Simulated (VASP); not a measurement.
# AlN: single point with LDA

The system is AlN.

```
Al N
1.0
     3.27368    0.00000    0.00000
    -1.63684    2.83509    0.00000
     0.00000    0.00000    4.10814
Al N
2 2
Direct
  0.33333 0.66667 0.75000
  0.66667 0.33333 0.25000
  0.33333 0.66667 0.25000
  0.66667 0.33333 0.75000
```

- Program: VASP 6.6.1
- Task: single point
- Functional: LDA
- Potentials or basis: VASP PAW LDA potentials, release 64 (Al, N)
- Cutoff: 600 eV
- k mesh: 9 × 9 × 6
- Occupations: gaussian, width 0.1 eV
- Spin: no spin polarisation

| Property | Result |
| --- | --- |
| Pressure | 0.5 GPa |
| Band gap on the k mesh | 3.62 eV, direct |

Stress tensor (GPa, compression positive):
```
 0.72  0.00  0.00
 0.00  0.72  0.00
 0.00  0.00 -0.06
```

Levels at points of the mesh, in eV from the valence-band top:
```csv
k point,band 4,band 5,band 6,band 7,band 8,band 9,band 10,band 11,band 12,band 13
"(0.00, 0.00, 0.00)",-3.39,-3.39,-1.65,-1.65,0.00,3.62,4.59,8.26,8.26,11.41
"(0.00, 0.00, 0.50)",-3.74,-2.56,-2.56,-2.56,-2.56,5.86,5.86,8.42,8.42,8.42
```

Wall time 40 s on 1 thread of Intel(R) Xeon(R) Platinum 8488C (Sapphire Rapids) (shared host), peak memory 0.16 GiB.

A k mesh can miss the band edges. LDA gaps usually lie below the measured ones, often by a third to a half.
